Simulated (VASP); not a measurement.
A run of VASP 6.6.1 is set up as follows.

INCAR

```
SYSTEM = Na
PREC = Accurate
ENCUT = 520
EDIFF = 1E-7
ISMEAR = 0
SIGMA = 0.15
LREAL = .FALSE.
LASPH = .TRUE.
NELM = 100
ALGO = Normal
ISIF = 2
LWAVE = .FALSE.
LCHARG = .FALSE.
GGA = PE
NBANDS = 14
```

File KPOINTS:

```
Automatic mesh
0
G
  15 15 8
  0 0 0
```

File POSCAR:

```
Na
1.0
    3.5786509477      0.0000000000      0.0000000000
   -1.7893254739      3.0992026320      0.0000000000
    0.0000000000      0.0000000000      6.4617000000
Na
2
Direct
    0.3333333333      0.6666666667      0.2500000000
    0.6666666667      0.3333333333      0.7500000000
```

Potentials or basis: VASP PAW PBE potentials, release 64 (Na_pv).

Launch:

```sh
$ cat potpaw_PBE.64/Na_pv/POTCAR > POTCAR
$ mpirun -np 1 vasp_std > vasp.out
```

(1) Predict the pressure.

(2) Estimate the band gap on the k mesh.

Results:

(1) 0.3 GPa.

(2) zero (bands 7 and 8 overlap by 4.74 eV).

Caveat: the cell differs from its parent crystal (strain -0.050 along x and y, +0.050 along z).
